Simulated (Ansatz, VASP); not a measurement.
## W: VASP beside Ansatz

The input INCAR:

```
SYSTEM = W
PREC = Accurate
ENCUT = 520
EDIFF = 1E-6
ISMEAR = -1
SIGMA = 0.05
LREAL = .FALSE.
LASPH = .TRUE.
NELM = 80
ALGO = Normal
ISIF = 2
LWAVE = .FALSE.
LCHARG = .FALSE.
GGA = PE
NBANDS = 13
```

The input KPOINTS:

```
regular mesh
0
G
  16 16 16
  0 0 0
```

The input POSCAR:

```
W
1.0
    0.0000000000      2.0578957640      2.0578957640
    2.0578957640      0.0000000000      2.0578957640
    2.0578957640      2.0578957640      0.0000000000
W
1
Direct
    0.0000000000      0.0000000000      0.0000000000
```

Input for Ansatz:

```yaml
crystal:
  lattice:
    - [0.0, 2.057895764, 2.057895764]
    - [2.057895764, 0.0, 2.057895764]
    - [2.057895764, 2.057895764, 0.0]
  atoms:
    - { symbol: W, position: [0.0, 0.0, 0.0] }
kpoints:
  mp_grid: { grid: [16, 16, 16] }
scf:
  occupations: { method: fermi_dirac, width: 0.05 }
hamiltonian:
  xc: pbe
  pseudopotentials: { kind: all_electron, lapw: { basis_error: 0.00025 } }
output:
  forces: true
  stress: true
  eigenvalues: true
```

Change from the starting cell: volume scaled by 1.06.

Alike in both runs: task single point; functional PBE; k mesh 16 × 16 × 16; occupations fermi-dirac, width 0.05 eV; no spin polarisation.

|  | VASP | Ansatz |
| --- | --- | --- |
| version | VASP 6.6.1 | Ansatz 0.2.0 |
| potentials or method | VASP PAW PBE potentials, release 64 (W_sv), cutoff 520 eV | all-electron LAPW, scalar-relativistic |

```tsv
	VASP	Ansatz	Ansatz less VASP
pressure (GPa)	-14.3	-14.5	-0.19
```

Ansatz ran all-electron here, and VASP with PAW potentials.

Spin-orbit coupling is off throughout.
